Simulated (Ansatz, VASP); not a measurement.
**KF in VASP and in Ansatz**

INCAR

```
  PREC = Accurate
  ENCUT = 520
  EDIFF = 1E-7
  ISMEAR = 0
  SIGMA = 0.05
  LREAL = False
  LASPH = True
  NELM = 60
  ALGO = Normal
  ISIF = 2
  LWAVE = False
  LCHARG = True
  GGA = PE
  LELF = True
  LVHAR = True
  NBANDS = 15
```

File KPOINTS:

```
regular mesh
0
Gamma
  8 8 8
```

Contents of POSCAR:

```
KF
1.0
   -0.1170356890      2.7099133203      2.7099133203
    2.7099133203     -0.1170356890      2.7099133203
    2.7099133203      2.7099133203     -0.1170356890
K F
1 1
Direct
    0.0000000000      0.0000000000      0.0000000000
    0.5000000000      0.5000000000      0.5000000000
```

Input for Ansatz:

```yaml
crystal:
  lattice:
    - [-0.117035689, 2.7099133203, 2.7099133203]
    - [2.7099133203, -0.117035689, 2.7099133203]
    - [2.7099133203, 2.7099133203, -0.117035689]
  atoms:
    - { symbol: K, position: [0.0, 0.0, 0.0] }
    - { symbol: F, position: [0.5, 0.5, 0.5] }
basis:
  ecutwfc: 520.0
kpoints:
  mp_grid: { grid: [8, 8, 8] }
hamiltonian:
  xc: pbe
scf:
  occupations: { method: gaussian, width: 0.05 }
output:
  forces: true
  stress: true
  eigenvalues: true
```

Alike in both runs: task single point; functional PBE; k mesh 8 × 8 × 8; occupations gaussian, width 0.05 eV; no spin polarisation.

|  | VASP | Ansatz |
| --- | --- | --- |
| version | VASP 6.6.1 | Ansatz 0.2.0 |
| potentials or method | VASP PAW PBE potentials, release 64 (K_sv, F), cutoff 520 eV | scalar-relativistic, plane waves, PAW |
| valence electrons in the cell | 16 | 16 |

|  | VASP | Ansatz | Ansatz less VASP |
| --- | --- | --- | --- |
| gap on the k mesh at the Fermi level (eV) | 5.59 | 5.60 | +0.014 |
| least direct gap on the mesh (eV) | 5.59 | 5.60 | +0.014 |
| pressure (GPa) | -1.6 | -1.6 | +0.02 |
| traceless stress, the component that is largest in VASP (GPa) | 0.52 | 0.53 | +0.005 |
